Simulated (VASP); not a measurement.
Wanted: the native input for a VASP 6.6.1 run.

```yaml
Task: relaxation of cell and atoms
Functional: PBE
Potentials_or_basis: VASP PAW PBE potentials, release 64 (Fe)
Cutoff: 600 eV
k_mesh: 18 × 18 × 10
Occupations: gaussian, width 0.1 eV
Spin: collinear spin, ferromagnetic start
Starting_moments: "[2.87, 2.87] μB"
Dipole_correction: no
Further_INCAR_settings: ALGO = Normal; EDIFF = 1e-06; IBRION = 2; EDIFFG = -0.01; NSW = 80; ISIF = 3
```

The structure of Fe lies in POSCAR:

```
Fe
1.0
    2.5216045073      0.0000000000      0.0000000000
   -1.2608022537      2.1837735616      0.0000000000
    0.0000000000      0.0000000000      4.3874310984
Fe
2
Direct
    0.3333333333      0.6666666667      0.2500000000
    0.6666666667      0.3333333333      0.7500000000
```

This isn't the form of Fe at room conditions, which is bcc.

The input as run:

INCAR

```
SYSTEM = Fe
PREC = Accurate
ENCUT = 600
EDIFF = 1E-6
ISMEAR = 0
SIGMA = 0.1
LREAL = .FALSE.
LASPH = .TRUE.
NELM = 150
ALGO = Normal
ISIF = 3
LWAVE = .FALSE.
LCHARG = .FALSE.
ISPIN = 2
MAGMOM = 2.87 2.87
LORBIT = 11
LMAXMIX = 4
GGA = PE
IBRION = 2
NSW = 80
EDIFFG = -0.01
```

KPOINTS

```
Automatic mesh
0
G
  18 18 10
  0 0 0
```

Potentials or basis: VASP PAW PBE potentials, release 64 (Fe).

The run is started by

```console
$ cat potpaw_PBE.64/Fe/POTCAR > POTCAR
$ mpirun -np 1 vasp_std > vasp.out
```

Results of the run:

```
Relaxed volume                                        : 12.06 Å³/atom
Relaxed cell                                          : a = 2.523 Å, b = 2.523 Å, c = 4.373 Å, α = 90.00°, β = 90.00°, γ = 120.00°
Space group after relaxing (to 0.1 Å)                 : P6_3/mmc (No. 194)
Energy gained by relaxing                             : 0.1 meV/atom
Ionic steps                                           : 4
Pressure after relaxing                               : 0.0 GPa
Net moment                                            : 5.17 μB per cell
Site moments                                          : Fe +2.57 μB
Valence electrons inside the program's atomic spheres : Fe 7.16
```

It took 9.4 min on 1 thread of Intel Xeon 8259CL, on a shared host, peak memory 0.27 GiB.
